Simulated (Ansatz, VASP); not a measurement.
**One calculation of Cu3Sb2, two programs**

```
Cu Sb
1.0
     4.85329    0.00000    0.00000
    -2.42665    4.20307    0.00000
     0.00000    0.00000    5.32216
Cu Sb
3 2
Direct
  0.33333 0.66667 0.00000
  0.66667 0.33333 0.00000
  0.00000 0.00000 0.00000
  0.33333 0.66667 0.50000
  0.66667 0.33333 0.50000
```

Alike in both runs: task single point; functional PBE; k mesh 12 × 12 × 8; occupations gaussian, width 0.1 eV; no spin polarisation.

|  | VASP | Ansatz |
| --- | --- | --- |
| version | VASP 6.6.1 | Ansatz 0.2.0 |
| potentials or method | VASP PAW PBE potentials, release 64 (Cu, Sb), cutoff 520 eV | scalar-relativistic, plane waves, PAW |
| valence electrons in the cell | 43 | 87 |

|  | VASP | Ansatz | Ansatz less VASP |
| --- | --- | --- | --- |
| gap on the k mesh at the Fermi level (eV) | none | none | - |
| pressure (GPa) | 0.2 | 0.0 | -0.23 |
| traceless stress, the component that is largest in VASP (GPa) | -0.13 | -0.01 | +0.116 |

A gap of «none» marks a metal or a gap that the smearing closes. VASP's potentials hold 43 valence electrons a cell and Ansatz's 87, so a difference there can come from the potentials and not from the codes.

Spin-orbit coupling is off throughout.
